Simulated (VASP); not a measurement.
# KBr (Pm-3m) in VASP: notebook, part 2 of 2

VASP 6.6.1. Earlier steps stand in the parts before.

### 3 Elastic constants, LDA

This run uses another cell than the first one, of 28.33 Å³/atom.

INCAR reads:

```
SYSTEM = KBr
  ALGO = Normal
  EDIFF = 1E-8
  ENCUT = 600
  IBRION = 6
  ISIF = 3
  ISMEAR = 0
  LASPH = .TRUE.
  LCHARG = .FALSE.
  LREAL = .FALSE.
  LWAVE = .FALSE.
  NELM = 60
  NFREE = 2
  NSW = 1
  POTIM = 0.015
  PREC = Accurate
  SIGMA = 0.01
```

KPOINTS reads:

```
k-points
0
G
  6 6 6
  0 0 0
```

POSCAR reads:

```
KBr
1.0
    3.8409000000      0.0000000000      0.0000000000
    0.0000000000      3.8409000000      0.0000000000
    0.0000000000      0.0000000000      3.8409000000
K Br
1 1
Direct
    0.0000000000      0.0000000000      0.0000000000
    0.5000000000      0.5000000000      0.5000000000
```

Potentials or basis: VASP PAW LDA potentials, release 64 (K_sv, Br).

Launch:

```bash
cat potpaw_LDA.64/K_sv/POTCAR potpaw_LDA.64/Br/POTCAR > POTCAR
mpirun -np 1 vasp_std > vasp.out
```

OUTCAR:

```text
SYSTEM = KBr
   EDIFF = 1E-8
   ENCUT = 600
   IBRION = 6
   ISIF = 3
   ISMEAR = 0
   LASPH = .TRUE.
   LREAL = .FALSE.
   NELM = 60
   NFREE = 2
   NSW = 1
   POTIM = 0.015
   PREC = Accurate

 ion  position               nearest neighbor table
   1  0.000  0.000  0.000-
   2  0.500  0.500  0.500-

  LATTYP: Found a simple cubic cell.
 ALAT       =     3.8409000000

  Lattice vectors:

 A1 = (   3.8409000000,   0.0000000000,   0.0000000000)
 A2 = (   0.0000000000,   3.8409000000,   0.0000000000)
 A3 = (   0.0000000000,   0.0000000000,   3.8409000000)

Analysis of symmetry for initial positions (statically):
=====================================================================
 Subroutine PRICEL returns:
 Original cell was already a primitive cell.

 Routine SETGRP: Setting up the symmetry group for a
 simple cubic supercell.

 Subroutine GETGRP returns: Found 48 space group operations
 (whereof 48 operations were pure point group operations)
 out of a pool of 48 trial point group operations.

The static configuration has the point symmetry O_h .

Analysis of symmetry for dynamics (positions and initial velocities):
=====================================================================
 Subroutine PRICEL returns:
 Original cell was already a primitive cell.

 Routine SETGRP: Setting up the symmetry group for a
 simple cubic supercell.

 Subroutine GETGRP returns: Found 48 space group operations
 (whereof 48 operations were pure point group operations)
 out of a pool of 48 trial point group operations.

The dynamic configuration has the point symmetry O_h .

 Subroutine INISYM returns: Found 48 space group operations
 (whereof 48 operations are pure point group operations),
 and found     1 'primitive' translations

----------------------------------------------------------------------------------------

                                     Primitive cell

  volume of cell :      56.6629

  direct lattice vectors                    reciprocal lattice vectors
     3.840900000  0.000000000  0.000000000     0.260355646  0.000000000  0.000000000
     0.000000000  3.840900000  0.000000000     0.000000000  0.260355646  0.000000000
     0.000000000  0.000000000  3.840900000     0.000000000  0.000000000  0.260355646

  length of vectors
     3.840900000  3.840900000  3.840900000     0.260355646  0.260355646  0.260355646

  position of ions in fractional coordinates (direct lattice)
     0.000000000  0.000000000  0.000000000
     0.500000000  0.500000000  0.500000000
[... 671 lines left out ...]
--------------------------------------- Ionic step       17  -------------------------------------------

 number of electron      16.0000002 magnetization

 Free energy of the ion-electron system (eV)
  ---------------------------------------------------
  ext. energy  EPLUGINS =         0.00000000
  ---------------------------------------------------
  free energy    TOTEN  =        -6.77649003 eV

  energy without entropy =       -6.77649003  energy(sigma->0) =       -6.77649003

 E-fermi :   0.0295     XC(G=0):  -8.9733

 val. band max:       -0.0666349037   @ k =   0.0000   0.5000   0.5000
 cond. band min:       3.9349418863   @ k =   0.0000   0.0000   0.0000
 fundamental gap:      4.0015767900
 Fermi energy:         0.0295405204

 k-point     1 :       0.0000    0.0000    0.0000
  band No.  band energies     occupation
      1     -28.1774      2.00000
      2     -13.2307      2.00000
      3     -11.8217      2.00000
      4     -11.8217      2.00000
      5     -11.8216      2.00000
      6      -0.3872      2.00000
      7      -0.3871      2.00000
      8      -0.3871      2.00000
      9       3.9349      0.00000
     10       5.2621      0.00000
     11       5.2628      0.00000
     12       9.7410      0.00000
[... 331 lines left out ...]
 k-point    24 :       0.0000    0.1667    0.1667
  band No.  band energies     occupation
      1     -28.1664      2.00000
      2     -13.2728      2.00000
      3     -11.8864      2.00000
      4     -11.8034      2.00000
      5     -11.7040      2.00000
      6      -1.2169      2.00000
      7      -0.8664      2.00000
      8      -0.3741      2.00000
      9       5.2000      0.00000
     10       5.9455      0.00000
     11       6.4220      0.00000
     12       9.1288      0.00000

 [... further k-points ...]

------------------------ aborting loop because EDIFF is reached ----------------------------------------

  FORCE on cell =-STRESS in cart. coord.  units (eV):
  Direction    XX          YY          ZZ          XY          YZ          ZX
  --------------------------------------------------------------------------------------
  -------------------------------------------------------------------------------------
  Total       -0.0435509     -0.0430669     -0.0430669      0.0000000      0.0000000      0.0000000
  in kB       -1.2314275     -1.2177428     -1.2177428      0.0000000      0.0000000      0.0000000
  external PRESSURE =      -1.2223043 kB  Pullay stress =       0.0000000 kB
[... 17 lines left out ...]
  FREE ENERGIE OF THE ION-ELECTRON SYSTEM (eV)
  ---------------------------------------------------
  free  energy   TOTEN  =        -6.7764900316 eV

  energy  without entropy=       -6.7764900316  energy(sigma->0) =       -6.77649003

 INTERNAL STRAIN TENSORS FROM STRAINED CELLS
 ============================================

 INTERNAL STRAIN TENSOR FOR ION    1 for displacements in x,y,z  (eV/Angst):
          X           Y           Z          XY          YZ          ZX
  --------------------------------------------------------------------------------
  x     0.00000     0.00000     0.00000     0.00000     0.00000     0.00000
  y     0.00000     0.00000     0.00000     0.00000     0.00000     0.00000
  z     0.00000     0.00000     0.00000     0.00000     0.00000     0.00000

 INTERNAL STRAIN TENSORS FROM DISPLACED ATOMS
 ============================================

 INTERNAL STRAIN TENSOR FOR ION    1 for displacements in x,y,z  (eV/Angst):
          X           Y           Z          XY          YZ          ZX
  --------------------------------------------------------------------------------
  x     0.00000     0.00000     0.00000     0.00000     0.00000     0.00000
  y     0.00000     0.00000     0.00000     0.00000     0.00000     0.00000
  z     0.00000     0.00000     0.00000     0.00000     0.00000     0.00000

 INTERNAL STRAIN TENSOR FOR ION    2 for displacements in x,y,z  (eV/Angst):
          X           Y           Z          XY          YZ          ZX
  --------------------------------------------------------------------------------
  x     0.00000     0.00000     0.00000     0.00000     0.00000     0.00000
  y     0.00000     0.00000     0.00000     0.00000     0.00000     0.00000
  z     0.00000     0.00000     0.00000     0.00000     0.00000     0.00000

 Eigenvectors and eigenvalues of the dynamical matrix
 ----------------------------------------------------

   1 f  =    3.136654 THz    19.708180 2PiTHz  104.627523 cm-1    12.972154 meV
             X         Y         Z           dx          dy          dz
      0.000000  0.000000  0.000000    -0.000000   -0.000000   -0.819140
      1.920450  1.920450  1.920450     0.000000    0.000000    0.573593
[... 21 lines left out ...]
   6 f/i=    0.001535 THz     0.009644 2PiTHz    0.051200 cm-1     0.006348 meV
             X         Y         Z           dx          dy          dz
      0.000000  0.000000  0.000000    -0.573593    0.000000   -0.000000
      1.920450  1.920450  1.920450    -0.819140   -0.000000    0.000000

--------------------------------------------------------------------------------------------------------

 ELASTIC MODULI CONTR FROM IONIC RELAXATION (kBar)
 Direction    XX          YY          ZZ          XY          YZ          ZX
 --------------------------------------------------------------------------------
 XX           0.0000      0.0000      0.0000      0.0000      0.0000      0.0000
 YY           0.0000      0.0000      0.0000      0.0000      0.0000      0.0000
 ZZ           0.0000      0.0000      0.0000      0.0000      0.0000      0.0000
 XY           0.0000      0.0000      0.0000      0.0000      0.0000      0.0000
 YZ           0.0000      0.0000      0.0000      0.0000      0.0000      0.0000
 ZX           0.0000      0.0000      0.0000      0.0000      0.0000      0.0000
 --------------------------------------------------------------------------------

 TOTAL ELASTIC MODULI (kBar)
 Direction    XX          YY          ZZ          XY          YZ          ZX
 --------------------------------------------------------------------------------
 XX         524.5019     93.9413     93.9413     -0.0000      0.0000      0.0000
 YY          93.9413    524.5019     93.9413      0.0000      0.0000      0.0000
 ZZ          93.9413     93.9413    524.5019      0.0000      0.0000     -0.0000
 XY          -0.0000      0.0000      0.0000     86.6702      0.0000      0.0000
 YZ           0.0000      0.0000      0.0000      0.0000     86.6702      0.0000
 ZX           0.0000      0.0000     -0.0000      0.0000      0.0000     86.6702
 --------------------------------------------------------------------------------
```

stdout:

```text
POSCAR found type information on POSCAR K Br
 POSCAR found :  2 types and       2 ions
 scaLAPACK will be used
 LDA part: xc-table for (Slater(with rela. corr.)+CA(PZ))
 , standard interpolation
 POSCAR, INCAR and KPOINTS ok, starting setup
 FFT: planning ... GRIDC
 FFT: planning ... GRID_SOFT
 FFT: planning ... GRID
 WAVECAR not read
 entering main loop
 Found     2 degrees of freedom:
 Adding 6 more for cell shape distortion
 Finite differences POTIM= 0.01500 DOF=   8
 bond charge predicted
 Finite differences progress:
 bond charge predicted
 Finite differences progress:
 bond charge predicted
 Finite differences progress:
 bond charge predicted
 Finite differences progress:
 bond charge predicted
 Finite differences progress:
 bond charge predicted
 Finite differences progress:
 bond charge predicted
 Finite differences progress:
 bond charge predicted
 Finite differences progress:
 bond charge predicted
 Finite differences progress:
 bond charge predicted
 Finite differences progress:
 bond charge predicted
 Finite differences progress:
 bond charge predicted
 Finite differences progress:
 bond charge predicted
 Finite differences progress:
 bond charge predicted
 Finite differences progress:
 bond charge predicted
 Finite differences progress:
 bond charge predicted
 Finite differences progress:
```

It took 5.7 min on 1 thread of AMD EPYC 7R13 (Zen 3), shared host; peak memory 0.22 GiB.

What came out:

| Item | Value |
| --- | --- |
| Elastic constants C11, C12, C44 | 52, 9, 9 GPa |
| Voigt bulk modulus | 24 GPa |
| Highest phonon frequency at Γ, LO-TO splitting left out | 105 cm⁻¹ |

Phonon frequencies in cm⁻¹ (negative: imaginary):
| q point | frequencies |
| --- | --- |
| (0.000, 0.000, 0.000) | 0 0 0 105 105 105 |

Elastic tensor in Voigt notation (GPa, in the Cartesian axes of the cell as first typed):
```
52  9  9  0  0  0
 9 52  9  0  0  0
 9  9 52  0  0  0
 0  0  0  9  0  0
 0  0  0  0  9  0
 0  0  0  0  0  9
```

Clamped-ion elastic tensor (GPa):
```
52  9  9  0  0  0
 9 52  9  0  0  0
 9  9 52  0  0  0
 0  0  0  9  0  0
 0  0  0  0  9  0
 0  0  0  0  0  9
```

### 4 Elastic constants, LDA

This run uses another cell than the first one, of 30.05 Å³/atom.

INCAR reads:

```
PREC = Accurate
ENCUT = 600
EDIFF = 1E-8
ISMEAR = 0
SIGMA = 0.01
LREAL = False
LASPH = True
NELM = 60
ALGO = Normal
ISIF = 3
LWAVE = False
LCHARG = False
GGA = CA
NBANDS = 15
IBRION = 6
NFREE = 2
POTIM = 0.015
NSW = 1
```

KPOINTS reads:

```
Automatic mesh
0
Gamma
  6 6 6
```

POSCAR reads:

```
KBr
1.0
    3.9172000000      0.0000000000      0.0000000000
    0.0000000000      3.9172000000      0.0000000000
    0.0000000000      0.0000000000      3.9172000000
K Br
1 1
Direct
    0.0000000000      0.0000000000      0.0000000000
    0.5000000000      0.5000000000      0.5000000000
```

Potentials or basis: VASP PAW LDA potentials, release 64 (K_sv, Br).

Launch:

```bash
cat potpaw_LDA.64/K_sv/POTCAR potpaw_LDA.64/Br/POTCAR > POTCAR
mpirun -np 1 vasp_std > vasp.out
```

OUTCAR:

```text
PREC = Accurate
   ENCUT = 600
   EDIFF = 1E-8
   ISMEAR = 0
   LREAL = False
   LASPH = True
   NELM = 60
   ISIF = 3
   GGA = CA
   IBRION = 6
   NFREE = 2
   POTIM = 0.015
   NSW = 1

 ion  position               nearest neighbor table
   1  0.000  0.000  0.000-
   2  0.500  0.500  0.500-

  LATTYP: Found a simple cubic cell.
 ALAT       =     3.9172000000

  Lattice vectors:

 A1 = (   3.9172000000,   0.0000000000,   0.0000000000)
 A2 = (   0.0000000000,   3.9172000000,   0.0000000000)
 A3 = (   0.0000000000,   0.0000000000,   3.9172000000)

Analysis of symmetry for initial positions (statically):
=====================================================================
 Subroutine PRICEL returns:
 Original cell was already a primitive cell.

 Routine SETGRP: Setting up the symmetry group for a
 simple cubic supercell.

 Subroutine GETGRP returns: Found 48 space group operations
 (whereof 48 operations were pure point group operations)
 out of a pool of 48 trial point group operations.

The static configuration has the point symmetry O_h .

Analysis of symmetry for dynamics (positions and initial velocities):
=====================================================================
[... 794 lines left out ...]
  Total       -0.4965716     -0.4965442     -0.4965442     -0.0000000     -0.0000000      0.0000000
  in kB      -13.2362584    -13.2355279    -13.2355279     -0.0000000     -0.0000000      0.0000000
  external PRESSURE =     -13.2357714 kB  Pullay stress =       0.0000000 kB
[... 17 lines left out ...]
  FREE ENERGIE OF THE ION-ELECTRON SYSTEM (eV)
  ---------------------------------------------------
  free  energy   TOTEN  =        -6.7603385675 eV

  energy  without entropy=       -6.7603385675  energy(sigma->0) =       -6.76033857

 INTERNAL STRAIN TENSORS FROM STRAINED CELLS
 ============================================

 INTERNAL STRAIN TENSOR FOR ION    1 for displacements in x,y,z  (eV/Angst):
          X           Y           Z          XY          YZ          ZX
  --------------------------------------------------------------------------------
  x     0.00000     0.00000     0.00000     0.00000     0.00000     0.00000
  y     0.00000     0.00000     0.00000     0.00000     0.00000     0.00000
  z     0.00000     0.00000     0.00000     0.00000     0.00000     0.00000

 INTERNAL STRAIN TENSORS FROM DISPLACED ATOMS
 ============================================

 INTERNAL STRAIN TENSOR FOR ION    1 for displacements in x,y,z  (eV/Angst):
          X           Y           Z          XY          YZ          ZX
  --------------------------------------------------------------------------------
  x     0.00000     0.00000     0.00000     0.00000     0.00000     0.00000
  y     0.00000     0.00000     0.00000     0.00000     0.00000     0.00000
  z     0.00000     0.00000     0.00000     0.00000     0.00000     0.00000

 INTERNAL STRAIN TENSOR FOR ION    2 for displacements in x,y,z  (eV/Angst):
          X           Y           Z          XY          YZ          ZX
  --------------------------------------------------------------------------------
  x     0.00000     0.00000     0.00000     0.00000     0.00000     0.00000
  y     0.00000     0.00000     0.00000     0.00000     0.00000     0.00000
  z     0.00000     0.00000     0.00000     0.00000     0.00000     0.00000

 Eigenvectors and eigenvalues of the dynamical matrix
 ----------------------------------------------------

   1 f  =    2.581664 THz    16.221076 2PiTHz   86.115057 cm-1    10.676901 meV
             X         Y         Z           dx          dy          dz
      0.000000  0.000000  0.000000     0.317837    0.754962    0.000000
      1.958600  1.958600  1.958600    -0.222563   -0.528657   -0.000000
[... 21 lines left out ...]
   6 f/i=    0.001273 THz     0.008000 2PiTHz    0.042470 cm-1     0.005266 meV
             X         Y         Z           dx          dy          dz
      0.000000  0.000000  0.000000    -0.004377   -0.094940    0.565667
      1.958600  1.958600  1.958600    -0.006251   -0.135582    0.807816

--------------------------------------------------------------------------------------------------------

 ELASTIC MODULI CONTR FROM IONIC RELAXATION (kBar)
 Direction    XX          YY          ZZ          XY          YZ          ZX
 --------------------------------------------------------------------------------
 XX           0.0000      0.0000      0.0000      0.0000      0.0000      0.0000
 YY           0.0000      0.0000      0.0000      0.0000      0.0000      0.0000
 ZZ           0.0000      0.0000      0.0000      0.0000      0.0000      0.0000
 XY           0.0000      0.0000      0.0000      0.0000      0.0000      0.0000
 YZ           0.0000      0.0000      0.0000      0.0000      0.0000      0.0000
 ZX           0.0000      0.0000      0.0000      0.0000      0.0000      0.0000
 --------------------------------------------------------------------------------

 TOTAL ELASTIC MODULI (kBar)
 Direction    XX          YY          ZZ          XY          YZ          ZX
 --------------------------------------------------------------------------------
 XX         450.0373     55.2264     55.2264     -0.0000      0.0000     -0.0000
 YY          55.2264    450.0373     55.2264      0.0000      0.0000     -0.0000
 ZZ          55.2264     55.2264    450.0373     -0.0000      0.0000     -0.0000
 XY          -0.0000      0.0000     -0.0000     52.3824      0.0000      0.0000
 YZ           0.0000      0.0000      0.0000      0.0000     52.3824      0.0000
 ZX          -0.0000     -0.0000     -0.0000      0.0000      0.0000     52.3824
 --------------------------------------------------------------------------------
```

OSZICAR:

```text
N       E                     dE             d eps       ncg     rms          rms(c)
DAV:   1     0.108911713414E+03    0.10891E+03   -0.75992E+03   600   0.107E+03
DAV:   2    -0.495618714807E+00   -0.10941E+03   -0.10017E+03   747   0.254E+02
DAV:   3    -0.671087911832E+01   -0.62153E+01   -0.61811E+01   831   0.523E+01
[... 189 lines left out ...]
DAV:   3    -0.676036740801E+01    0.42770E-04   -0.27344E-04  1533   0.922E-02    0.602E-02
DAV:   4    -0.676033766616E+01    0.29742E-04   -0.11149E-04  1522   0.567E-02    0.187E-02
DAV:   5    -0.676033871448E+01   -0.10483E-05   -0.15781E-05  1459   0.211E-02    0.386E-03
DAV:   6    -0.676033859879E+01    0.11569E-06   -0.73404E-07  1654   0.526E-03    0.404E-03
DAV:   7    -0.676033856643E+01    0.32359E-07   -0.73514E-08  1562   0.183E-03    0.197E-03
DAV:   8    -0.676033856754E+01   -0.11137E-08   -0.41945E-08  1403   0.981E-04
  17 F= -.67603386E+01 E0= -.67603386E+01  d E =-.343365E-95
```

Run time: 7.6 min. Hardware: 1 thread of AMD EPYC 7R13 (Zen 3), shared host; peak memory 0.24 GiB.

Results:

```yaml
Elastic_constants_C11_C12_C44: 45, 6, 5 GPa
Voigt_bulk_modulus: 19 GPa
Highest_phonon_frequency_at_Γ_LO-TO_splitting_left_out: 86 cm⁻¹
```

Phonon frequencies in cm⁻¹ (negative: imaginary):
```
              q point     frequencies
(0.000, 0.000, 0.000)  0 0 0 86 86 86
```

Elastic tensor in Voigt notation (GPa, in the Cartesian axes of the cell as first typed):
```
45  6  6  0  0  0
 6 45  6  0  0  0
 6  6 45  0  0  0
 0  0  0  5  0  0
 0  0  0  0  5  0
 0  0  0  0  0  5
```

Clamped-ion elastic tensor (GPa):
```
45  6  6  0  0  0
 6 45  6  0  0  0
 6  6 45  0  0  0
 0  0  0  5  0  0
 0  0  0  0  5  0
 0  0  0  0  0  5
```

Caveat: the cell is under stress, which shifts elastic constants.
